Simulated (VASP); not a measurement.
# KBr (P6_3/mmc) in VASP: further runs

The runs below take KBr through single point, with PBE, r2SCAN.

Everything below comes from runs of VASP 6.6.1. Logs are shortened: lines on timing, memory, paths and dates and some standing lists are left out, and cuts for length are marked.

## (1) The cell of the first run

The structure is hexagonal, space group P6_3/mmc (No. 194). The conventional cell has a = 4.642 Å, b = 4.642 Å, c = 8.108 Å, α = 90.00°, β = 90.00°, γ = 120.00°. K (site symmetry -3m) has 6 Br at 3.36 Å and 2 K at 4.05 Å within 4.4 Å. Br (site symmetry -6m2) has 6 K at 3.36 Å within 4.4 Å.

## (2) Single point, PBE

File INCAR:

```
ALGO     = Normal         # electronic algorithm
EDIFF    = 1E-6           # SCF threshold, eV
ENCUT    = 520            # plane-wave cutoff, eV
GGA      = PE             # functional
ISIF     = 2              # what is computed and relaxed
ISMEAR   = 0              # smearing method
LASPH    = True           # aspherical terms in the spheres
LCHARG   = False          # write CHGCAR
LREAL    = False          # projectors in reciprocal space
LWAVE    = False          # write WAVECAR
NBANDS   = 24             # bands
NELM     = 100            # most SCF steps
PREC     = Accurate       # precision mode
SIGMA    = 0.01           # smearing width, eV
```

File KPOINTS:

```
k-points
0
Gamma
  6 6 4
```

File POSCAR:

```
KBr
1.0
    4.6423867228      0.0000000000      0.0000000000
   -2.3211933614      4.0204248361      0.0000000000
    0.0000000000      0.0000000000      8.1076718919
K Br
2 2
Direct
    0.0000000000      0.0000000000      0.0000000000
    0.0000000000      0.0000000000      0.5000000000
    0.3333333333      0.6666666667      0.2500000000
    0.6666666667      0.3333333333      0.7500000000
```

Potentials or basis: VASP PAW PBE potentials, release 64 (K_sv, Br).

Started as:

```bash
> cat potpaw_PBE.64/K_sv/POTCAR potpaw_PBE.64/Br/POTCAR > POTCAR
> mpirun -np 1 vasp_std > vasp.out
```

OUTCAR:

```text
EDIFF = 1E-6
   ENCUT = 520
   GGA = PE
   ISIF = 2
   ISMEAR = 0
   LASPH = True
   LREAL = False
   NELM = 100
   PREC = Accurate

 ion  position               nearest neighbor table
   1  0.000  0.000  0.000-
   2  0.000  0.000  0.500-
   3  0.333  0.667  0.250-
   4  0.667  0.333  0.750-

  LATTYP: Found a hexagonal cell.
 ALAT       =     4.6423867228
 C/A-ratio  =     1.7464447441

  Lattice vectors:

 A1 = (   4.6423867228,   0.0000000000,   0.0000000000)
 A2 = (  -2.3211933614,   4.0204248361,   0.0000000000)
 A3 = (   0.0000000000,   0.0000000000,   8.1076718919)

Analysis of symmetry for initial positions (statically):
=====================================================================
 Subroutine PRICEL returns:
 Original cell was already a primitive cell.

 Routine SETGRP: Setting up the symmetry group for a
 hexagonal supercell.

 Subroutine GETGRP returns: Found 24 space group operations
 (whereof 12 operations were pure point group operations)
 out of a pool of 24 trial point group operations.

The static configuration has the point symmetry D_3d.
 The point group associated with its full space group is D_6h.

Analysis of symmetry for dynamics (positions and initial velocities):
=====================================================================
 Subroutine PRICEL returns:
 Original cell was already a primitive cell.

 Routine SETGRP: Setting up the symmetry group for a
 hexagonal supercell.

 Subroutine GETGRP returns: Found 24 space group operations
 (whereof 12 operations were pure point group operations)
 out of a pool of 24 trial point group operations.

The dynamic configuration has the point symmetry D_3d.
 The point group associated with its full space group is D_6h.

 Subroutine INISYM returns: Found 24 space group operations
 (whereof 12 operations are pure point group operations),
 and found     1 'primitive' translations

----------------------------------------------------------------------------------------

                                     Primitive cell

  volume of cell :     151.3246

  direct lattice vectors                    reciprocal lattice vectors
     4.642386723  0.000000000  0.000000000     0.215406441  0.124364966  0.000000000
    -2.321193361  4.020424836  0.000000000     0.000000000  0.248729933  0.000000000
     0.000000000  0.000000000  8.107671892     0.000000000  0.000000000  0.123339969

  length of vectors
     4.642386723  4.642386723  8.107671892     0.248729933  0.248729933  0.123339969

  position of ions in fractional coordinates (direct lattice)
     0.000000000  0.000000000  0.000000000
     0.000000000  0.000000000  0.500000000
     0.333333333  0.666666667  0.250000000
     0.666666667  0.333333333  0.750000000

  ion indices of the primitive-cell ions
   primitive index   ion index
                 1           1
                 2           2
                 3           3
                 4           4

----------------------------------------------------------------------------------------

 KPOINTS: k-points

Automatic generation of k-mesh.
 Grid dimensions read from file:
 generate k-points for:    6    6    4

 Generating k-lattice:

  Cartesian coordinates                     Fractional coordinates (reciprocal lattice)
     0.035901073  0.020727494  0.000000000     0.166666667  0.000000000  0.000000000
     0.000000000  0.041454989  0.000000000     0.000000000  0.166666667  0.000000000
     0.000000000  0.000000000  0.030834992     0.000000000  0.000000000  0.250000000

  Length of vectors
     0.041454989  0.041454989  0.030834992

  Shift w.r.t. Gamma in fractional coordinates (k-lattice)
     0.000000000  0.000000000  0.000000000

 Subroutine IBZKPT returns following result:
 ===========================================

 Found     21 irreducible k-points:

 Following reciprocal coordinates:
            Coordinates               Weight
  0.000000  0.000000  0.000000      1.000000
  0.166667  0.000000  0.000000      6.000000
  0.333333 -0.000000  0.000000      6.000000
  0.500000 -0.000000  0.000000      3.000000
  0.166667  0.166667  0.000000      6.000000
  0.333333  0.166667  0.000000     12.000000
[... 13 lines left out ...]
  0.333333  0.166667  0.500000     12.000000
  0.333333  0.333333  0.500000      2.000000
   k-points           NKPTS =     21   k-points in BZ     NKDIM =     21   number of bands    NBANDS=     24
   number of dos      NEDOS =    301   number of ions     NIONS =      4
   total plane-waves  NPLWV =  77760
   dimension x,y,z NGX =    36 NGY =   36 NGZ =   60
   dimension x,y,z NGXF=    72 NGYF=   72 NGZF=  120
   ions per type =               2   2
   NGX,Y,Z   is equivalent  to a cutoff of  12.89, 12.89, 12.30 a.u.
   NGXF,Y,Z  is equivalent  to a cutoff of  25.78, 25.78, 24.61 a.u.
 SYSTEM =  unknown system
   PREC   = accura    normal or accurate (medium, high low for compatibility)
   ISTART =      0    job   : 0-new  1-cont  2-samecut
   ICHARG =      2    charge: 1-file 2-atom 10-const
   ISPIN  =      1    spin polarized calculation?
   LNONCOLLINEAR =      F non collinear calculations
   LSORBIT =      F    spin-orbit coupling
   LASPH  =      T    aspherical Exc in radial PAW
   ENCUT  =  520.0 eV  38.22 Ry    6.18 a.u.   8.63  8.63 15.07*2*pi/ulx,y,z
   NELM   =    100;   NELMIN=  2; NELMDL= -5     # of ELM steps
   EDIFF  = 0.1E-05   stopping-criterion for ELM
   LREAL  =      F    real-space projection
   EDIFFG = 0.1E-04   stopping-criterion for IOM
   NSW    =      0    number of steps for IOM
   IBRION =     -1    ionic relax: 0-MD 1-quasi-New 2-CG
   NFREE  =      0    steps in history (QN), initial steepest desc. (CG)
   ISIF   =      2    stress and relaxation
   ISYM   =      2    0-nonsym 1-usesym 2-fastsym
   POTIM  = 0.5000    time-step for ionic-motion
   TEBEG  =    0.0;   TEEND  =   0.0 temperature during run
   PSTRESS=    0.0 pullay stress
   NELECT =      32.0000    total number of electrons
   NUPDOWN=      -1.0000    fix difference up-down
   EMIN   =  10.00;   EMAX   =-10.00  energy-range for DOS
   EFERMI =   0.00;   METHOD = LEGACY
   ISMEAR =     0;   SIGMA  =   0.01  broadening in eV -4-tet -1-fermi 0-gaus
   EFERMI_NEDOS =   21; number of points for ismear=-14 and -15
   IALGO  =     38    algorithm
   IMIX   =      4    mixing-type and parameters
     AMIX     =   0.40;   BMIX     =  1.00
     AMIX_MAG =   1.60;   BMIX_MAG =  1.00
  volume/ion in A,a.u.               =      37.83       255.30
  Fermi-wavevector in a.u.,A,eV,Ry     =   0.975338  1.843121 12.943000  0.951284
  Thomas-Fermi vector in A             =   2.105869
   LORBIT       =      0    0 simple, 1 ext, 2 COOP (PROOUT), +10 PAW based schemes
   GGA     = PE    functional components
   LHFCALC =     F    Hartree Fock is set to
   AEXX    =    0.0000 exact exchange contribution
   IVDW    =     0    specifies the selected vdW correction
   LEPSILON=     F    determine dielectric tensor
   LRPA    =     F    only Hartree local field effects (RPA)
 non-spin polarized calculation
 Gauss-broadening in eV      SIGMA  =   0.01
  energy-cutoff  :      520.00
  volume of cell :      151.32
 maximum number of plane-waves:      4104
 NGX is ok and might be reduce to    36
   NGX = 17   NGY = 17   NGZ = 31

 number of electron      31.9999995 magnetization

 Free energy of the ion-electron system (eV)
  ---------------------------------------------------
  ext. energy  EPLUGINS =         0.00000000
  ---------------------------------------------------
  free energy    TOTEN  =       -12.34893196 eV

  energy without entropy =      -12.34893196  energy(sigma->0) =      -12.34893196

 E-fermi :  -1.8180     XC(G=0):  -7.1638

 val. band max:       -1.8723726650   @ k =   0.0000   0.0000   0.0000
 cond. band min:       2.3708964813   @ k =   0.0000   0.0000   0.0000
 fundamental gap:      4.2432691463
 Fermi energy:        -1.8179979421

 k-point     1 :       0.0000    0.0000    0.0000
  band No.  band energies     occupation
      1     -29.9102      2.00000
      2     -29.9002      2.00000
      3     -14.3841      2.00000
      4     -14.1587      2.00000
      5     -13.3841      2.00000
      6     -13.3841      2.00000
[... 16 lines left out ...]
     23       6.1215      0.00000
     24       6.1215      0.00000

 k-point     2 :       0.1667    0.0000    0.0000
  band No.  band energies     occupation
      1     -29.9092      2.00000
      2     -29.8994      2.00000
      3     -14.3312      2.00000
      4     -14.2009      2.00000
      5     -13.3889      2.00000
      6     -13.3813      2.00000
[... 16 lines left out ...]
     23       6.2966      0.00000
     24       6.3664      0.00000

 k-point     3 :       0.3333   -0.0000    0.0000
  band No.  band energies     occupation
      1     -29.9073      2.00000
      2     -29.8978      2.00000
      3     -14.3031      2.00000
      4     -14.1649      2.00000
      5     -13.4164      2.00000
      6     -13.3984      2.00000
[... 16 lines left out ...]
     23       7.0364      0.00000
     24       7.1983      0.00000

 k-point     4 :       0.5000   -0.0000    0.0000
  band No.  band energies     occupation
      1     -29.9064      2.00000
      2     -29.8970      2.00000
      3     -14.3321      2.00000
      4     -14.0720      2.00000
      5     -13.4917      2.00000
      6     -13.4338      2.00000
[... 16 lines left out ...]
     23       7.5376      0.00000
     24       7.6713      0.00000

 k-point     5 :       0.1667    0.1667    0.0000
  band No.  band energies     occupation
      1     -29.9078      2.00000
      2     -29.8982      2.00000
      3     -14.2486      2.00000
      4     -14.2462      2.00000
      5     -13.4151      2.00000
      6     -13.4042      2.00000
[... 16 lines left out ...]
     23       6.7824      0.00000
     24       7.0076      0.00000

 k-point     6 :       0.3333    0.1667    0.0000
  band No.  band energies     occupation
      1     -29.9064      2.00000
      2     -29.8970      2.00000
      3     -14.2887      2.00000
      4     -14.1416      2.00000
      5     -13.4773      2.00000
      6     -13.4244      2.00000
[... 16 lines left out ...]
     23       7.0260      0.00000
     24       7.5171      0.00000
[... 298 lines left out ...]
 k-point    18 :       0.5000   -0.0000    0.5000
  band No.  band energies     occupation
      1     -29.9017      2.00000
      2     -29.9017      2.00000
      3     -14.2211      2.00000
      4     -14.2211      2.00000
      5     -13.4196      2.00000
      6     -13.4196      2.00000
[... 16 lines left out ...]
     23       7.5529      0.00000
     24       7.5529      0.00000

 k-point    19 :       0.1667    0.1667    0.5000
  band No.  band energies     occupation
      1     -29.9030      2.00000
      2     -29.9030      2.00000
      3     -14.2415      2.00000
      4     -14.2415      2.00000
      5     -13.4173      2.00000
      6     -13.4173      2.00000
[... 16 lines left out ...]
     23       7.2481      0.00000
     24       7.2481      0.00000

 k-point    20 :       0.3333    0.1667    0.5000
  band No.  band energies     occupation
      1     -29.9017      2.00000
      2     -29.9017      2.00000
      3     -14.2190      2.00000
      4     -14.2190      2.00000
      5     -13.4200      2.00000
      6     -13.4200      2.00000
[... 16 lines left out ...]
     23       7.3626      0.00000
     24       7.3626      0.00000

 k-point    21 :       0.3333    0.3333    0.5000
  band No.  band energies     occupation
      1     -29.9012      2.00000
      2     -29.9012      2.00000
      3     -14.2096      2.00000
      4     -14.2096      2.00000
      5     -13.4263      2.00000
      6     -13.4263      2.00000
[... 16 lines left out ...]
     23       6.9545      0.00000
     24       6.9551      0.00000

------------------------ aborting loop because EDIFF is reached ----------------------------------------

  FORCE on cell =-STRESS in cart. coord.  units (eV):
  Direction    XX          YY          ZZ          XY          YZ          ZX
  --------------------------------------------------------------------------------------
  -------------------------------------------------------------------------------------
  Total       -0.0058197     -0.0058197      0.0551035      0.0000000     -0.0000000      0.0000000
  in kB       -0.0616173     -0.0616173      0.5834186      0.0000000     -0.0000000      0.0000000
  external PRESSURE =       0.1533947 kB  Pullay stress =       0.0000000 kB

 VOLUME and BASIS-vectors are now :
 -----------------------------------------------------------------------------
  energy-cutoff  :      520.00
  volume of cell :      151.32
      direct lattice vectors                 reciprocal lattice vectors
     4.642386723  0.000000000  0.000000000     0.215406441  0.124364966  0.000000000
    -2.321193361  4.020424836  0.000000000     0.000000000  0.248729933  0.000000000
     0.000000000  0.000000000  8.107671892     0.000000000  0.000000000  0.123339969

 POSITION                                       TOTAL-FORCE (eV/Angst)
 -----------------------------------------------------------------------------------
      0.00000      0.00000      0.00000         0.000000      0.000000      0.000000
      0.00000      0.00000      4.05384         0.000000      0.000000      0.000000
     -0.00000      2.68028      2.02692        -0.000000      0.000000     -0.000000
      2.32119      1.34014      6.08075         0.000000     -0.000000     -0.000000
 -----------------------------------------------------------------------------------
    total drift:                               -0.000000      0.000000     -0.000000

  FREE ENERGIE OF THE ION-ELECTRON SYSTEM (eV)
  ---------------------------------------------------
  free  energy   TOTEN  =       -12.3489319560 eV

  energy  without entropy=      -12.3489319560  energy(sigma->0) =      -12.34893196
```

It took 36 s on 1 thread of Intel Xeon 6975P-C (Granite Rapids), shared host; peak memory 0.29 GiB.

Results:

```yaml
Free_energy: -12.3489 eV
Pressure: 0.0 GPa
Band_gap_on_the_k_mesh: 4.24 eV
```

Levels at points of the mesh, in eV from the valence-band top:
```
           k point  band 13  band 14  band 15  band 16  band 17  band 18  band 19  band 20
(0.00, 0.00, 0.00)    -0.25    -0.15     0.00     0.00     4.24     6.47     6.67     7.81
(0.50, 0.00, 0.00)    -0.51    -0.51    -0.32    -0.25     6.09     6.73     6.92     7.52
(0.00, 0.00, 0.50)    -0.13    -0.13    -0.13    -0.13     5.41     5.41     7.24     7.24
(0.50, 0.00, 0.50)    -0.42    -0.42    -0.29    -0.29     6.69     6.69     6.71     6.71
```

A k mesh can miss the band edges.

(Continued in part 2 of 3.)
